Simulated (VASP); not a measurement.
Co:

```xyz
2
Lattice="2.4874 0.0000 0.0000 -1.2437 2.1541 0.0000 0.0000 0.0000 4.0633" Properties=species:S:1:pos:R:3 pbc="T T T"
Co    0.0000    1.4361    3.0074
Co    1.2437    0.7180    1.0559
```

Base run:

| Item | Value |
| --- | --- |
| Program | VASP 6.6.1 |
| Functional | PBEsol |
| Potentials or basis | VASP PAW PBE potentials, release 64 (Co) |
| Cutoff | 520 eV |
| k mesh | 10 × 10 × 6 |
| Occupations | fermi-dirac, width 0.05 eV |
| Spin | collinear spin, ferromagnetic start |
| Starting moments | [4.0, 4.0] μB |
| Fixed moment | 8 μB |

Its results: pressure 98.9 GPa; site moments Co +3.73 μB; largest force 1.123 eV/Å.

Q: The run is repeated on the same cell with these changes: fixed moment from 8 μB to 3 μB; moments at the start from [4.0, 4.0] to [1.5, 1.5]. What comes out?

A: Pressure -12.0 GPa; site moments Co +1.52 μB; largest force 0.482 eV/Å.

Caveats: the PAW data sets were made with another functional, which shifts forces and pressure a little; the total moment is fixed, so each spin has its own Fermi level and the state may be an excited one; the stress differs along the axes, from 96 to 105 GPa (at least some runs); the cell stands under tension (at least some runs).
